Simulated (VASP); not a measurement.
Write the native input for VASP 6.6.1 that does the following.

| Quantity | Value |
| --- | --- |
| Task | single point |
| Functional | RPBE |
| Dispersion | D3(BJ) |
| Potentials or basis | VASP PAW PBE potentials, release 64 (Sn_d, Se) |
| Cutoff | 520 eV |
| k mesh | 3 × 6 × 6 |
| Occupations | fermi-dirac, width 0.05 eV |
| Spin | no spin polarisation |
| Dipole correction | no |
| Further INCAR settings | ALGO = Normal; EDIFF = 1e-07; NBANDS = 50 |

The structure of SnSe lies in POSCAR:

```
SnSe
1.0
   10.5231620549      0.0000000000      0.0000000000
    0.0000000000      3.9330979554      0.0000000000
    0.0000000000      0.0000000000      3.9656281415
Sn Se
4 4
Direct
    0.8872693001      0.7500000000      1.0003044238
    0.6127306999      0.2500000000      0.5003044238
    0.3872693001      0.7500000000      0.4996955762
    0.1127306999      0.2500000000     -0.0003044238
    0.6331633063      0.7500000000      1.0001754952
    0.8668366937      0.2500000000      0.5001754952
    0.1331633063      0.7500000000      0.4998245048
    0.3668366937      0.2500000000     -0.0001754952
```

The input as run:

INCAR

```
SYSTEM = SnSe
PREC     = Accurate       ! precision mode
ENCUT    = 520            ! plane-wave cutoff, eV
EDIFF    = 1E-7           ! SCF threshold, eV
ISMEAR   = -1             ! smearing method
SIGMA    = 0.05           ! smearing width, eV
LREAL    = .FALSE.        ! projectors in reciprocal space
LASPH    = .TRUE.         ! aspherical terms in the spheres
NELM     = 100            ! most SCF steps
ALGO     = Normal         ! electronic algorithm
ISIF     = 2              ! what is computed and relaxed
LWAVE    = .FALSE.        ! write WAVECAR
LCHARG   = .FALSE.        ! write CHGCAR
GGA      = RP             ! functional
IVDW     = 12             ! dispersion correction
NBANDS   = 50             ! bands
```

KPOINTS

```
Automatic mesh
0
G
  3 6 6
  0 0 0
```

Potentials or basis: VASP PAW PBE potentials, release 64 (Sn_d, Se).

The run is started by

```console
$ cat potpaw_PBE.64/Sn_d/POTCAR potpaw_PBE.64/Se/POTCAR > POTCAR
$ mpirun -np 1 vasp_std > vasp.out
```

Results of the run:

```
Pressure                   : 0.1 GPa
Largest force              : 0.018 eV/Å
Band gap on the k mesh     : zero (bands 40 and 41 overlap by 0.32 eV)
Dispersion energy per atom : -2.287 eV
```

Caveat: the dispersion term is far too large for a dense solid, which distorts pressure and volume; semilocal functionals underestimate gaps, and a narrow one can read as zero; the PAW data sets were made with another functional, which shifts forces and pressure a little; spin-orbit coupling is left out, which moves the levels of the heavy elements.

Wall time 4 min on 1 thread of Intel(R) Xeon(R) Platinum 8259CL CPU @ 2.50GHz (Skylake/Cascade Lake), with other jobs on the host, peak memory 0.37 GiB.
